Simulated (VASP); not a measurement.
Here is a VASP 6.6.1 calculation.

Contents of INCAR:

```
SYSTEM = CsBe3
ALGO = Normal
EDIFF = 1E-6
EDIFFG = -0.04
ENCUT = 600
GGA = PE
IBRION = 2
ISIF = 3
ISMEAR = 0
LASPH = .True.
LCHARG = .False.
LREAL = .False.
LWAVE = .False.
NELM = 100
NSW = 90
PREC = Accurate
SIGMA = 0.1
```

The input KPOINTS:

```
k-points
0
Gamma
  4 4 4
  0 0 0
```

The input POSCAR:

```
CsBe3
1.0
    4.0546896532      0.0000000000      0.0000000000
    0.0000000000      4.0546896532      0.0000000000
    0.0000000000      0.0000000000      4.0546896532
Cs Be
1 3
Direct
    0.0000000000      0.0000000000      0.0000000000
    0.0000000000      0.5000000000      0.5000000000
    0.5000000000      0.0000000000      0.5000000000
    0.5000000000      0.5000000000      0.0000000000
```

Potentials or basis: VASP PAW PBE potentials, release 64 (Cs_sv, Be).

Command:

```console
$ cat potpaw_PBE.64/Cs_sv/POTCAR potpaw_PBE.64/Be/POTCAR > POTCAR
$ mpirun -np 1 vasp_std > vasp.out
```

Task: What does it give for the space group after relaxing (to 0.1 Å)?

Result: Pm-3m (No. 221).

Task: Estimate the relaxed volume.

Result: 24.38 Å³/atom.

Task: What does it give for the band gap on the k mesh?

Result: Zero (an odd number of electrons rules out a gap without spin polarisation).

Task: Predict the relaxed cell.

Result: a = 4.603 Å, b = 4.603 Å, c = 4.603 Å, α = 90.00°, β = 90.00°, γ = 90.00°.

Final structure:
```cif
data_structure
_symmetry_space_group_name_H-M 'P 1'
_symmetry_Int_Tables_number 1
_cell_length_a 4.6027
_cell_length_b 4.6027
_cell_length_c 4.6027
_cell_angle_alpha 90.000
_cell_angle_beta 90.000
_cell_angle_gamma 90.000
_cell_volume 97.51
loop_
_atom_site_label
_atom_site_type_symbol
_atom_site_fract_x
_atom_site_fract_y
_atom_site_fract_z
_atom_site_occupancy
Cs1 Cs 0.00000 0.00000 0.00000 1
Be1 Be 0.00000 0.50000 0.50000 1
Be2 Be 0.50000 0.00000 0.50000 1
Be3 Be 0.50000 0.50000 0.00000 1
```

Caveat: the k points lie up to 0.34 Å⁻¹ apart in the final cell, too coarse for converged energies and pressures of a metal; the volume moved by over 15 % at a fixed basis, so the end points are rough; spin-orbit coupling is left out, which moves the levels of the heavy elements.
